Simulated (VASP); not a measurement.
Write the native input for VASP 6.6.1 that does the following.

| Property | Result |
| --- | --- |
| Task | single point |
| Functional | PBE |
| Potentials or basis | VASP PAW PBE potentials, release 64 (C, H) |
| Cutoff | 520 eV |
| k mesh | 4 × 3 × 1 |
| Occupations | gaussian, width 0.1 eV |
| Spin | no spin polarisation |
| Dipole correction | yes |
| Further INCAR settings | LREAL = Auto; ALGO = Normal; EDIFF = 1e-06; NBANDS = 58 |

The structure of HC10 lies in POSCAR:

```
HC10
1.0
    8.5436715410      0.0000000000      0.0000000000
   -2.1359178852      8.6110540228      0.0000000000
    0.0000000000      0.0000000000     22.7788015587
C H
20 2
Direct
    0.0782061927      0.9794914374      0.1756018634
    0.5782061927      0.9794914374      0.1756018634
    0.4115395260      0.9794914374      0.1756018634
    0.9115395260      0.9794914374      0.1756018634
    0.3230790520      0.9589828748      0.2291807119
    0.8230790520      0.9589828748      0.2291807119
    0.1564123854      0.9589828748      0.2291807119
    0.6564123854      0.9589828748      0.2291807119
    0.0669021191      0.9383827998      0.2826780623
    0.5669021191      0.9383827998      0.2826780623
    0.4022889535      0.9383826011      0.2826780666
    0.9022889535      0.9383826011      0.2826780666
    0.3111130358      0.9176686260      0.3364248459
    0.8111130358      0.9176686260      0.3364248459
    0.1477209834      0.9176686383      0.3364247639
    0.6477209834      0.9176686383      0.3364247639
    0.0473696299      0.8987954532      0.3853929922
    0.5473696299      0.8987954532      0.3853929922
    0.4020260968      0.8987947219      0.3853934781
    0.9020260968      0.8987947219      0.3853934781
    0.2457674226      0.2321282990      0.4472926491
    0.3218471264      0.2321282990      0.4472926491
```

One way to write it, as run:

INCAR

```
SYSTEM = HC10
ALGO = Normal ; DIPOL = 0.5 0.5 0.297
EDIFF = 1E-6 ; ENCUT = 520
GGA = PE ; IDIPOL = 3
ISIF = 2 ; ISMEAR = 0
LASPH = .TRUE. ; LCHARG = .TRUE.
LDIPOL = .TRUE. ; LELF = .TRUE.
LREAL = Auto ; LVACPOTAV = .TRUE.
LVHAR = .TRUE. ; LWAVE = .FALSE.
NBANDS = 58 ; NELM = 80
PREC = Accurate ; SIGMA = 0.1
```

KPOINTS

```
k-points
0
G
  4 3 1
  0 0 0
```

Potentials or basis: VASP PAW PBE potentials, release 64 (C, H).

Run with:

```sh
$ cat potpaw_PBE.64/C/POTCAR potpaw_PBE.64/H/POTCAR > POTCAR
$ mpirun -np 1 vasp_std > vasp.out
```

It gave:

```yaml
Largest_force: 6.912 eV/Å
Band_gap_on_the_k_mesh: 0.26 eV (least direct gap 0.36 eV)
```

Run time: 21 min on 1 thread of Intel(R) Xeon(R) Platinum 8488C (Sapphire Rapids), on a shared host, peak memory 1.6 GiB.
